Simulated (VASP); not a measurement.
Li (a cell with a defect), 17 atoms in the cell. The cell holds a defect, 17 atoms: a = 6.980 Å, b = 6.980 Å, c = 6.980 Å, α = 90.00°, β = 90.00°, γ = 90.00°. 

| Property | Result |
| --- | --- |
| Program | VASP 6.6.1 |
| Task | single point |
| Functional | PBE |
| Potentials or basis | VASP PAW PBE potentials, release 64 (Li_sv) |
| Cutoff | 520 eV |
| k mesh | 2 × 2 × 2 |
| Occupations | fermi-dirac, width 0.002 eV |
| Spin | no spin polarisation |
| Dipole correction | no |
| Further INCAR settings | LREAL = Auto; ALGO = Normal; EDIFF = 1e-06; NBANDS = 40 |

Potentials or basis: VASP PAW PBE potentials, release 64 (Li_sv).

The run is started by

```bash
$ cat potpaw_PBE.64/Li_sv/POTCAR > POTCAR
$ mpirun -np 1 vasp_std > vasp.out
```

Hardware: 1 thread of Intel(R) Xeon(R) 6975P-C (Granite Rapids), with other jobs on the host.

Problem. How long does it take, and how much memory?

Solution. Wall time 110 s on 1 thread of Intel(R) Xeon(R) 6975P-C (Granite Rapids) (shared host), peak memory 0.37 GiB. Counts: scf iterations 14, k points 8.
